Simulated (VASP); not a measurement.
# BaTiO3 (R3m) in VASP: a series of runs, part 2 of 2

VASP 6.6.1. The steps go on from the part before.

## Step 3: Relaxation of cell and atoms, PBEsol, target pressure 20 GPa, at which the enthalpy is minimised

INCAR

```
SYSTEM = BaTiO3
PREC = Accurate
ENCUT = 600
EDIFF = 1E-6
ISMEAR = 0
SIGMA = 0.01
LREAL = .FALSE.
LASPH = .TRUE.
NELM = 80
ALGO = Normal
ISIF = 3
LWAVE = .FALSE.
LCHARG = .FALSE.
GGA = PS
IBRION = 2
NSW = 80
EDIFFG = -0.02
PSTRESS = 200.0
```

KPOINTS

```
Automatic mesh
0
G
  6 6 6
  0 0 0
```

POSCAR

```
BaTiO3
1.0
    2.8273700000      1.6323800000      2.3183900000
   -2.8273700000      1.6323800000      2.3183900000
    0.0000000000     -3.2647600000      2.3183900000
Ba Ti O
1 1 3
Direct
    0.0000000000      0.0000000000      0.0000000000
    0.4845000000      0.4845000000      0.4845000000
    0.5086000000      0.5086000000      0.0175000000
    0.0175000000      0.5086000000      0.5086000000
    0.5086000000      0.0175000000      0.5086000000
```

Potentials or basis: VASP PAW PBE potentials, release 64 (Ba_sv, Ti_sv, O).

Started as:

```console
cat potpaw_PBE.64/Ba_sv/POTCAR potpaw_PBE.64/Ti_sv/POTCAR potpaw_PBE.64/O/POTCAR > POTCAR
mpirun -np 1 vasp_std > vasp.out
```

OUTCAR:

```text
SYSTEM = BaTiO3
   PREC = Accurate
   ENCUT = 600
   EDIFF = 1E-6
   ISMEAR = 0
   LREAL = .FALSE.
   LASPH = .TRUE.
   NELM = 80
   ISIF = 3
   GGA = PS
   IBRION = 2
   NSW = 80
   EDIFFG = -0.02
   PSTRESS = 200.0

 ion  position               nearest neighbor table
   1  0.000  0.000  0.000-   3 2.79   4 2.79   5 2.79   4 2.83   5 2.83   5 2.83   4 2.83   3 2.83
                             3 2.83   3 2.89   4 2.89   5 2.89   2 3.37   2 3.43   2 3.43   2 3.43
   2  0.484  0.484  0.484-   3 1.87   4 1.87   5 1.87   3 2.14   4 2.14   5 2.14   1 3.37   1 3.43
                             1 3.43   1 3.43   1 3.50   1 3.50   1 3.50   1 3.59
   3  0.509  0.509  0.017-   2 1.87   2 2.14   1 2.79   1 2.83   1 2.83   1 2.89
   4  0.017  0.509  0.509-   2 1.87   2 2.14   1 2.79   1 2.83   1 2.83   1 2.89
   5  0.509  0.017  0.509-   2 1.87   2 2.14   1 2.79   1 2.83   1 2.83   1 2.89

  LATTYP: Found a trigonal (rhomboedric) cell.
 ALAT       =     4.0042000167
 COS(alpha) =     0.0028424988

  Lattice vectors:

 A1 = (   2.8273700000,   1.6323800000,   2.3183900000)
 A2 = (  -2.8273700000,   1.6323800000,   2.3183900000)
 A3 = (   0.0000000000,  -3.2647600000,   2.3183900000)

Analysis of symmetry for initial positions (statically):
=====================================================================
 Subroutine PRICEL returns:
[... 295 lines left out ...]
  energy  without entropy=      -41.7031465731  energy(sigma->0) =      -41.70314657

  enthalpy is  TOTEN    =       -34.3746231591 eV   P V=        7.3285234140

[... ionic steps 4 to 14 ...]

--------------------------------------- Ionic step       15  -------------------------------------------

 number of electron      39.9999999 magnetization

------------------------ aborting loop because EDIFF is reached ----------------------------------------
[... 77 lines left out ...]
--------------------------------------- Ionic step       17  -------------------------------------------

 number of electron      39.9999999 magnetization

 Free energy of the ion-electron system (eV)
  ---------------------------------------------------
  ext. energy  EPLUGINS =         0.00000000
  ---------------------------------------------------
  free energy    TOTEN  =       -41.67258094 eV

  energy without entropy =      -41.67258094  energy(sigma->0) =      -41.67258094

 E-fermi :   4.6307     XC(G=0): -12.0833

 val. band max:        4.5477482075   @ k =   0.5000   0.5000   0.5000
 cond. band min:       6.4389050825   @ k =   0.0000   0.0000   0.0000
 fundamental gap:      1.8911568751
 Fermi energy:         4.6307493806

 k-point     1 :       0.0000    0.0000    0.0000
  band No.  band energies     occupation
      1     -51.3618      2.00000
      2     -27.7578      2.00000
      3     -27.7578      2.00000
      4     -27.7577      2.00000
      5     -20.0255      2.00000
      6     -12.4792      2.00000
[... 637 lines left out ...]
     23       8.9276      0.00000
     24      11.0528      0.00000

 [... further k-points ...]

------------------------ aborting loop because EDIFF is reached ----------------------------------------

  FORCE on cell =-STRESS in cart. coord.  units (eV):
  Direction    XX          YY          ZZ          XY          YZ          ZX
  --------------------------------------------------------------------------------------
  -------------------------------------------------------------------------------------
  Total        7.2026930      7.2026158      7.2006790      0.0000000      0.0000000      0.0000000
  in kB      200.0548418    200.0526997    199.9989031      0.0000000      0.0000000      0.0000000
  external PRESSURE =       0.0354815 kB  Pullay stress =     200.0000000 kB
[... 24 lines left out ...]
  energy  without entropy=      -41.6725809432  energy(sigma->0) =      -41.67258094

  enthalpy is  TOTEN    =       -34.4718624868 eV   P V=        7.2007184565

 reached required accuracy - stopping structural energy minimisation
```

OSZICAR:

```text
N       E                     dE             d eps       ncg     rms          rms(c)
DAV:   1     0.486624994927E+03    0.48662E+03   -0.23256E+04  1536   0.200E+03
DAV:   2     0.291353047268E+01   -0.48371E+03   -0.47491E+03  1872   0.521E+02
DAV:   3    -0.495274051362E+02   -0.52441E+02   -0.50763E+02  2256   0.155E+02
[... 166 lines left out ...]
DAV:   3    -0.416725756830E+02    0.92601E-04   -0.63764E-04  2072   0.173E-01    0.231E-02
DAV:   4    -0.416725749213E+02    0.76178E-06   -0.91129E-05  2040   0.622E-02    0.175E-02
DAV:   5    -0.416725769283E+02   -0.20070E-05   -0.88199E-06  2256   0.296E-02    0.104E-02
DAV:   6    -0.416725799822E+02   -0.30539E-05   -0.62888E-06  2136   0.158E-02    0.562E-03
DAV:   7    -0.416725809432E+02   -0.96107E-06   -0.72667E-07   904   0.799E-03
  17 F= -.34471862E+02 E0= -.34471862E+02  d E =-.512214E-04
```

CONTCAR:

```text
BaTiO3
   1.00000000000000
     2.7321341360897238    1.5773899336426700    2.2308177143227024
    -2.7321341360897238    1.5773899336426700    2.2308177143227024
     0.0000000000000000   -3.1547798672853400    2.2308177143227024
  Ba              Ti              O
     1     1     3
Direct
     0.0037931664578829    0.0037931664578829    0.0037931664578829
     0.5035572798383035    0.5035572798383035    0.5035572798383035
     0.5040125851145982    0.5040125851145982    0.0038243834746151
     0.0038243827413114    0.5040125858479018    0.5040125851145982
     0.5040125858479018    0.0038243827413114    0.5040125851145982

  0.00000000E+00  0.00000000E+00  0.00000000E+00
  0.00000000E+00  0.00000000E+00  0.00000000E+00
  0.00000000E+00  0.00000000E+00  0.00000000E+00
  0.00000000E+00  0.00000000E+00  0.00000000E+00
  0.00000000E+00  0.00000000E+00  0.00000000E+00
```

It took 7.6 min on 1 thread of Intel Xeon Platinum 8488C (Sapphire Rapids), shared host; peak memory 0.23 GiB.

What came out:

```
Free energy                                                : -41.6726 eV
Relaxed volume                                             : 11.54 Å³/atom
Relaxed cell                                               : a = 3.864 Å, b = 3.864 Å, c = 3.864 Å, α = 90.00°, β = 90.00°, γ = 90.00°
Space group after relaxing (to 0.1 Å)                      : Pm-3m (No. 221)
Energy change on relaxing (the run minimises the enthalpy) : +68.0 meV/atom
Ionic steps                                                : 17
Pressure after relaxing                                    : 20.0 GPa
Largest force after relaxing                               : 0.009 eV/Å
Band gap on the k mesh                                     : 1.89 eV (least direct gap 1.91 eV)
```

Forces on the atoms (eV/Å):
```
Ba   0.000  0.000 -0.001
Ti   0.000  0.000  0.004
O    0.000 -0.009 -0.001
O    0.008  0.005 -0.001
O   -0.008  0.005 -0.001
```

Step by step:
| step | energy change (eV) | largest force (eV/Å) | pressure (GPa) | volume (Å³) |
| --- | --- | --- | --- | --- |
| 1 | 0.0000 | 0.1360 | 0.47 | 64.20 |
| 2 | 2.3436 | 2.9013 | 69.03 | 50.73 |
| 3 | 0.3094 | 1.1106 | 19.28 | 58.71 |
| 4 | 0.3316 | 1.1463 | 20.06 | 58.52 |
| 5 | 0.3735 | 0.3357 | 21.30 | 57.58 |
| 6 | 0.3895 | 0.2549 | 21.68 | 57.44 |
| 7 | 0.2774 | 0.1412 | 17.63 | 58.29 |
| 8 | 0.3071 | 0.1641 | 18.75 | 58.05 |
| 9 | 0.3213 | 0.1335 | 19.40 | 57.88 |
| 10 | 0.3420 | 0.1165 | 20.15 | 57.69 |
| 11 | 0.3381 | 0.0682 | 19.98 | 57.71 |
| 12 | 0.3358 | 0.0306 | 19.85 | 57.72 |
| 13 | 0.3361 | 0.0321 | 19.86 | 57.72 |
| 14 | 0.3482 | 0.0119 | 20.31 | 57.62 |
| 15 | 0.3454 | 0.0112 | 20.24 | 57.64 |
| 16 | 0.3313 | 0.0143 | 19.70 | 57.75 |
| 17 | 0.3399 | 0.0093 | 20.00 | 57.68 |

Final structure:
```yaml
crystal:
  lattice:
    - [2.73213, 1.57739, 2.23082]
    - [-2.73213, 1.57739, 2.23082]
    - [0.00000, -3.15478, 2.23082]
  atoms:
    - { symbol: Ba, position: [0.00379, 0.00379, 0.00379] }
    - { symbol: Ti, position: [0.50356, 0.50356, 0.50356] }
    - { symbol: O, position: [0.50401, 0.50401, 0.00382] }
    - { symbol: O, position: [0.00382, 0.50401, 0.50401] }
    - { symbol: O, position: [0.50401, 0.00382, 0.50401] }
```

Levels at points of the mesh, in eV from the valence-band top:
```
           k point  band 18  band 19  band 20  band 21  band 22  band 23
(0.00, 0.00, 0.00)    -0.02    -0.02    -0.02     1.89     1.89     1.89
(0.50, 0.00, 0.00)    -1.97    -0.70    -0.70     2.11     4.04     4.04
(0.50, 0.50, 0.00)    -0.79    -0.79    -0.11     4.06     4.06     4.50
(0.50, 0.50, 0.50)     0.00     0.00     0.00     4.87     4.87     4.87
```

Caveat: the cell is relaxed towards a set pressure, so the run minimises the enthalpy, not the energy; the PAW data sets were made with another functional, which shifts forces and pressure a little; spin-orbit coupling is left out, which moves the levels of the heavy elements. A hybrid or GW would open this gap; PBEsol tends to underestimate it.
